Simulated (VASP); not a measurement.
# SnO2 (Fd-3m) in VASP: further runs, part 2 of 2

VASP 6.6.1. The steps go on from the part before.

**3. Single point, LDA**

This run uses another cell than the first one, of 14.59 Å³/atom.

INCAR

```
PREC = Accurate
ENCUT = 520
EDIFF = 1E-6
ISMEAR = 0
SIGMA = 0.1
LREAL = False
LASPH = True
NELM = 100
ALGO = Normal
ISIF = 2
LWAVE = False
LCHARG = False
GGA = CA
NBANDS = 64
```

KPOINTS

```
regular mesh
0
Gamma
  4 4 4
```

POSCAR

```
SnO2
1.0
    0.0000000000      4.4404194366      4.4404194366
    4.4404194366      0.0000000000      4.4404194366
    4.4404194366      4.4404194366      0.0000000000
Sn O
4 8
Direct
    0.1250000000      0.1250000000      0.6250000000
    0.6250000000      0.1250000000      0.1250000000
    0.1250000000      0.6250000000      0.1250000000
    0.1250000000      0.1250000000      0.1250000000
    0.8911769389      0.8911769389      0.8911769389
    0.8911769389      0.3264691833      0.8911769389
    0.8911769389      0.8911769389      0.3264691833
    0.3264691833      0.8911769389      0.8911769389
    0.9235308167      0.3588230611      0.3588230611
    0.3588230611      0.3588230611      0.9235308167
    0.3588230611      0.9235308167      0.3588230611
    0.3588230611      0.3588230611      0.3588230611
```

Potentials or basis: VASP PAW LDA potentials, release 64 (Sn_d, O).

Started as:

```bash
$ cat potpaw_LDA.64/Sn_d/POTCAR potpaw_LDA.64/O/POTCAR > POTCAR
$ mpirun -np 1 vasp_std > vasp.out
```

OUTCAR:

```text
PREC = Accurate
   ENCUT = 520
   EDIFF = 1E-6
   ISMEAR = 0
   LREAL = False
   LASPH = True
   NELM = 100
   ISIF = 2
   GGA = CA

 ion  position               nearest neighbor table
   1  0.125  0.125  0.625-   5 2.09  12 2.09   8 2.09   9 2.09  11 2.09   6 2.09   4 3.14   2 3.14
                             3 3.14   4 3.14   3 3.14   2 3.14
   2  0.625  0.125  0.125-   5 2.09  12 2.09   7 2.09  10 2.09  11 2.09   6 2.09   4 3.14   1 3.14
                             3 3.14   1 3.14   3 3.14   4 3.14
   3  0.125  0.625  0.125-   5 2.09  12 2.09   8 2.09   9 2.09  10 2.09   7 2.09   4 3.14   1 3.14
                             1 3.14   2 3.14   4 3.14   2 3.14
   4  0.125  0.125  0.125-   7 2.09  10 2.09   8 2.09   9 2.09   6 2.09  11 2.09   1 3.14   2 3.14
                             3 3.14   1 3.14   3 3.14   2 3.14
   5  0.891  0.891  0.891-   1 2.09   2 2.09   3 2.09
   6  0.891  0.326  0.891-   4 2.09   2 2.09   1 2.09
   7  0.891  0.891  0.326-   4 2.09   3 2.09   2 2.09
   8  0.326  0.891  0.891-   4 2.09   3 2.09   1 2.09
   9  0.924  0.359  0.359-   4 2.09   3 2.09   1 2.09
  10  0.359  0.359  0.924-   4 2.09   3 2.09   2 2.09
  11  0.359  0.924  0.359-   4 2.09   2 2.09   1 2.09
  12  0.359  0.359  0.359-   1 2.09   2 2.09   3 2.09

  LATTYP: Found a face centered cubic cell.
 ALAT       =     8.8808388732

  Lattice vectors:

 A1 = (   0.0000000000,   4.4404194366,   4.4404194366)
 A2 = (   4.4404194366,   0.0000000000,   4.4404194366)
 A3 = (   4.4404194366,   4.4404194366,   0.0000000000)

Analysis of symmetry for initial positions (statically):
=====================================================================
 Subroutine PRICEL returns:
 Original cell was already a primitive cell.

 Routine SETGRP: Setting up the symmetry group for a
 face centered cubic supercell.

 Subroutine GETGRP returns: Found 48 space group operations
 (whereof 24 operations were pure point group operations)
 out of a pool of 48 trial point group operations.

The static configuration has the point symmetry T_d .
 The point group associated with its full space group is O_h .

Analysis of symmetry for dynamics (positions and initial velocities):
=====================================================================
 Subroutine PRICEL returns:
 Original cell was already a primitive cell.

 Routine SETGRP: Setting up the symmetry group for a
 face centered cubic supercell.

 Subroutine GETGRP returns: Found 48 space group operations
 (whereof 24 operations were pure point group operations)
 out of a pool of 48 trial point group operations.

The dynamic configuration has the point symmetry T_d .
 The point group associated with its full space group is O_h .

 Subroutine INISYM returns: Found 48 space group operations
 (whereof 24 operations are pure point group operations),
 and found     1 'primitive' translations

----------------------------------------------------------------------------------------

                                     Primitive cell

  volume of cell :     175.1064

  direct lattice vectors                    reciprocal lattice vectors
     0.000000000  4.440419437  4.440419437    -0.112601975  0.112601975  0.112601975
     4.440419437  0.000000000  4.440419437     0.112601975 -0.112601975  0.112601975
     4.440419437  4.440419437  0.000000000     0.112601975  0.112601975 -0.112601975

[... 72 lines left out ...]
   dimension x,y,z NGXF=    96 NGYF=   96 NGZF=   96
   ions per type =               4   8
   NGX,Y,Z   is equivalent  to a cutoff of  12.71, 12.71, 12.71 a.u.
   NGXF,Y,Z  is equivalent  to a cutoff of  25.41, 25.41, 25.41 a.u.
 SYSTEM =  unknown system
   PREC   = accura    normal or accurate (medium, high low for compatibility)
   ISTART =      0    job   : 0-new  1-cont  2-samecut
   ICHARG =      2    charge: 1-file 2-atom 10-const
   ISPIN  =      1    spin polarized calculation?
   LNONCOLLINEAR =      F non collinear calculations
   LSORBIT =      F    spin-orbit coupling
   LASPH  =      T    aspherical Exc in radial PAW
   ENCUT  =  520.0 eV  38.22 Ry    6.18 a.u.  11.68 11.68 11.68*2*pi/ulx,y,z
   NELM   =    100;   NELMIN=  2; NELMDL= -5     # of ELM steps
   EDIFF  = 0.1E-05   stopping-criterion for ELM
   LREAL  =      F    real-space projection
   EDIFFG = 0.1E-04   stopping-criterion for IOM
   NSW    =      0    number of steps for IOM
   IBRION =     -1    ionic relax: 0-MD 1-quasi-New 2-CG
   NFREE  =      0    steps in history (QN), initial steepest desc. (CG)
   ISIF   =      2    stress and relaxation
   ISYM   =      2    0-nonsym 1-usesym 2-fastsym
   POTIM  = 0.5000    time-step for ionic-motion
   TEBEG  =    0.0;   TEEND  =   0.0 temperature during run
   PSTRESS=    0.0 pullay stress
   NELECT =     104.0000    total number of electrons
   NUPDOWN=      -1.0000    fix difference up-down
   EMIN   =  10.00;   EMAX   =-10.00  energy-range for DOS
   EFERMI =   0.00;   METHOD = LEGACY
   ISMEAR =     0;   SIGMA  =   0.10  broadening in eV -4-tet -1-fermi 0-gaus
   EFERMI_NEDOS =   21; number of points for ismear=-14 and -15
   IALGO  =     38    algorithm
   IMIX   =      4    mixing-type and parameters
     AMIX     =   0.40;   BMIX     =  1.00
     AMIX_MAG =   1.60;   BMIX_MAG =  1.00
  volume/ion in A,a.u.               =      14.59        98.47
  Fermi-wavevector in a.u.,A,eV,Ry     =   1.376106  2.600464 25.764921  1.893668
  Thomas-Fermi vector in A             =   2.501381
   LORBIT       =      0    0 simple, 1 ext, 2 COOP (PROOUT), +10 PAW based schemes
   GGA     = CA    functional components
   LHFCALC =     F    Hartree Fock is set to
   AEXX    =    0.0000 exact exchange contribution
   IVDW    =     0    specifies the selected vdW correction
   LEPSILON=     F    determine dielectric tensor
   LRPA    =     F    only Hartree local field effects (RPA)
 non-spin polarized calculation
 Gauss-broadening in eV      SIGMA  =   0.10
  energy-cutoff  :      520.00
  volume of cell :      175.11
 maximum number of plane-waves:      4735
 NGX is ok and might be reduce to    48
   NGX = 23   NGY = 23   NGZ = 23

 number of electron     104.0000017 magnetization

 Free energy of the ion-electron system (eV)
  ---------------------------------------------------
  ext. energy  EPLUGINS =         0.00000000
  ---------------------------------------------------
  free energy    TOTEN  =       -81.37546156 eV

  energy without entropy =      -81.37546156  energy(sigma->0) =      -81.37546156

 E-fermi :   3.2526     XC(G=0): -10.3822

 val. band max:        2.7664952619   @ k =   0.0000   0.0000   0.0000
 cond. band min:       4.7831872344   @ k =   0.0000   0.0000   0.0000
 fundamental gap:      2.0166919724
 Fermi energy:         3.2525507861

 k-point     1 :       0.0000    0.0000    0.0000
  band No.  band energies     occupation
      1     -17.8650      2.00000
      2     -17.8650      2.00000
      3     -17.8650      2.00000
      4     -17.3056      2.00000
      5     -16.9914      2.00000
      6     -16.9914      2.00000
[... 525 lines left out ...]
     63      13.1149      0.00000
     64      13.1165      0.00000

------------------------ aborting loop because EDIFF is reached ----------------------------------------

  FORCE on cell =-STRESS in cart. coord.  units (eV):
  Direction    XX          YY          ZZ          XY          YZ          ZX
  --------------------------------------------------------------------------------------
  -------------------------------------------------------------------------------------
  Total        0.5561851      0.5561851      0.5561851      0.0000000      0.0000000      0.0000000
  in kB        5.0889473      5.0889473      5.0889473      0.0000000      0.0000000      0.0000000
  external PRESSURE =       5.0889473 kB  Pullay stress =       0.0000000 kB

 VOLUME and BASIS-vectors are now :
 -----------------------------------------------------------------------------
  energy-cutoff  :      520.00
  volume of cell :      175.11
      direct lattice vectors                 reciprocal lattice vectors
     0.000000000  4.440419437  4.440419437    -0.112601975  0.112601975  0.112601975
     4.440419437  0.000000000  4.440419437     0.112601975 -0.112601975  0.112601975
     4.440419437  4.440419437  0.000000000     0.112601975  0.112601975 -0.112601975

 POSITION                                       TOTAL-FORCE (eV/Angst)
 -----------------------------------------------------------------------------------
      3.33031      3.33031      1.11010         0.000000      0.000000      0.000000
      1.11010      3.33031      3.33031         0.000000      0.000000      0.000000
      3.33031      1.11010      3.33031         0.000000      0.000000      0.000000
      1.11010      1.11010      1.11010         0.000000      0.000000      0.000000
      7.91440      7.91440      7.91440        -0.071409     -0.071409     -0.071409
      5.40686      7.91440      5.40686         0.071409     -0.071409      0.071409
      5.40686      5.40686      7.91440         0.071409      0.071409     -0.071409
      7.91440      5.40686      5.40686        -0.071409      0.071409      0.071409
      3.18665      5.69419      5.69419         0.071409     -0.071409     -0.071409
      5.69419      5.69419      3.18665        -0.071409     -0.071409      0.071409
      5.69419      3.18665      5.69419        -0.071409      0.071409     -0.071409
      3.18665      3.18665      3.18665         0.071409      0.071409      0.071409
 -----------------------------------------------------------------------------------
    total drift:                                0.000000      0.000000      0.000000

  FREE ENERGIE OF THE ION-ELECTRON SYSTEM (eV)
  ---------------------------------------------------
  free  energy   TOTEN  =       -81.3754615587 eV

  energy  without entropy=      -81.3754615587  energy(sigma->0) =      -81.37546156
```

Wall time 3 min (1 thread of Intel Xeon 8259CL, shared host); peak memory 0.28 GiB.

Results:

- Free energy: -81.3755 eV
- Pressure: 0.5 GPa
- Largest force: 0.124 eV/Å
- Band gap on the k mesh: 2.02 eV

Forces on the atoms (eV/Å):
```
Sn   0.000  0.000  0.000
Sn   0.000  0.000  0.000
Sn   0.000  0.000  0.000
Sn   0.000  0.000  0.000
O   -0.071 -0.071 -0.071
O    0.071 -0.071  0.071
O    0.071  0.071 -0.071
O   -0.071  0.071  0.071
O    0.071 -0.071 -0.071
O   -0.071 -0.071  0.071
O   -0.071  0.071 -0.071
O    0.071  0.071  0.071
```

Caveat: spin-orbit coupling is left out, which moves the levels of the heavy elements.

**4. Relaxation of cell and atoms, LDA**

This run uses another cell than the first one, of 15.43 Å³/atom.

INCAR

```
SYSTEM = SnO2
PREC = Accurate
ENCUT = 600
EDIFF = 1E-7
ISMEAR = 0
SIGMA = 0.1
LREAL = .False.
LASPH = .True.
NELM = 100
ALGO = Normal
ISIF = 3
LWAVE = .False.
LCHARG = .False.
GGA = CA
IBRION = 2
NSW = 100
EDIFFG = -0.05
```

KPOINTS

```
Automatic mesh
0
Gamma
  4 4 4
  0 0 0
```

POSCAR

```
SnO2
1.0
    0.0000000000      4.5234700000      4.5234700000
    4.5234700000      0.0000000000      4.5234700000
    4.5234700000      4.5234700000      0.0000000000
Sn O
4 8
Direct
    0.1250000000      0.1250000000      0.6250000000
    0.6250000000      0.1250000000      0.1250000000
    0.1250000000      0.6250000000      0.1250000000
    0.1250000000      0.1250000000      0.1250000000
    0.8907560000      0.8907560000      0.8907560000
    0.8907560000      0.3277320000      0.8907560000
    0.8907560000      0.8907560000      0.3277320000
    0.3277320000      0.8907560000      0.8907560000
    0.9222680000      0.3592440000      0.3592440000
    0.3592440000      0.3592440000      0.9222680000
    0.3592440000      0.9222680000      0.3592440000
    0.3592440000      0.3592440000      0.3592440000
```

Started as:

```bash
$ cat potpaw_LDA.64/Sn_d/POTCAR potpaw_LDA.64/O/POTCAR > POTCAR
$ mpirun -np 1 vasp_std > vasp.out
```

Run time: 22 min. Hardware: 1 thread of Intel Xeon 8259CL, shared host; peak memory 0.37 GiB.

The run converged. Its results:

| Property | Result |
| --- | --- |
| Free energy | -81.4179 eV |
| Relaxed volume | 14.49 Å³/atom |
| Relaxed cell | a = 6.266 Å, b = 6.266 Å, c = 6.266 Å, α = 60.00°, β = 60.00°, γ = 60.00° |
| Space group after relaxing (to 0.1 Å) | Fd-3m (No. 227) |
| Energy gained by relaxing | 21.9 meV/atom |
| Ionic steps | 6 |
| Pressure after relaxing | 0.1 GPa |
| Largest force after relaxing | 0.043 eV/Å |
| Band gap on the k mesh | 2.06 eV |

Forces on the atoms (eV/Å):
```
Sn   0.000  0.000  0.000
Sn   0.000  0.000  0.000
Sn   0.000  0.000  0.000
Sn   0.000  0.000  0.000
O    0.025  0.025  0.025
O   -0.025  0.025 -0.025
O   -0.025 -0.025  0.025
O    0.025 -0.025 -0.025
O   -0.025  0.025  0.025
O    0.025  0.025 -0.025
O    0.025 -0.025  0.025
O   -0.025 -0.025 -0.025
```

The path:
| step | energy change (eV) | largest force (eV/Å) | pressure (GPa) | volume (Å³) |
| --- | --- | --- | --- | --- |
| 1 | 0.0000 | 0.6069 | -7.77 | 185.12 |
| 2 | 0.2172 | 1.3066 | 12.59 | 165.78 |
| 3 | -0.2549 | 0.1212 | -0.40 | 176.48 |
| 4 | -0.2550 | 0.1375 | -0.24 | 176.31 |
| 5 | -0.2608 | 0.0858 | -0.14 | 175.63 |
| 6 | -0.2634 | 0.0429 | 0.11 | 173.92 |

Final structure:
```
CELL_PARAMETERS angstrom
0.00000 4.43040 4.43040
4.43040 0.00000 4.43040
4.43040 4.43040 0.00000
ATOMIC_POSITIONS crystal
Sn 0.12500 0.12500 0.62500
Sn 0.62500 0.12500 0.12500
Sn 0.12500 0.62500 0.12500
Sn 0.12500 0.12500 0.12500
O 0.89026 0.89026 0.89026
O 0.89026 0.32922 0.89026
O 0.89026 0.89026 0.32922
O 0.32922 0.89026 0.89026
O 0.92077 0.35974 0.35974
O 0.35974 0.35974 0.92077
O 0.35974 0.92077 0.35974
O 0.35974 0.35974 0.35974
```

Levels at points of the mesh, in eV from the valence-band top:
```csv
k point,band 49,band 50,band 51,band 52,band 53,band 54,band 55,band 56
"(0.00, 0.00, 0.00)",-0.44,0.00,0.00,0.00,2.06,5.58,5.58,5.58
"(0.50, 0.00, 0.00)",-0.28,-0.28,-0.23,-0.23,3.80,5.39,5.99,5.99
"(0.50, 0.50, 0.00)",-0.59,-0.59,-0.04,-0.04,4.78,4.78,6.18,6.18
```

Caveat: spin-orbit coupling is left out, which moves the levels of the heavy elements; the relaxation stopped at a loose force limit of 0.05 eV/Å, so its end isn't a converged minimum.

**5. The runs side by side**

```tsv
task	cell	cutoff (eV)	smearing	gap on the mesh (eV)	pressure (GPa)	largest force (eV/Å)
single point	a = 6.266 Å, angles 60.0°, 12 atoms, atomic positions A	520	gaussian 0.05 eV	2.06	0.9	0.07
single point	a = 6.280 Å, angles 60.0°, 12 atoms, atomic positions B	520	gaussian 0.1 eV	2.02	0.5	0.12
relaxation of cell and atoms	relaxed from a = 6.397 Å, angles 60.0°, 12 atoms, atomic positions C	600	gaussian 0.1 eV	2.06	0.1	0.04
```

Alike in all rows: level LDA; potentials or basis VASP PAW LDA potentials, release 64 (Sn_d, O); no spin polarisation; k mesh 4 × 4 × 4.

Caveats: spin-orbit coupling is left out, which moves the levels of the heavy elements; the relaxation stopped at a loose force limit of 0.05 eV/Å, so its end isn't a converged minimum (at least some runs).

Total energies depend on the potentials used, so only differences within one code and one set of settings carry meaning.
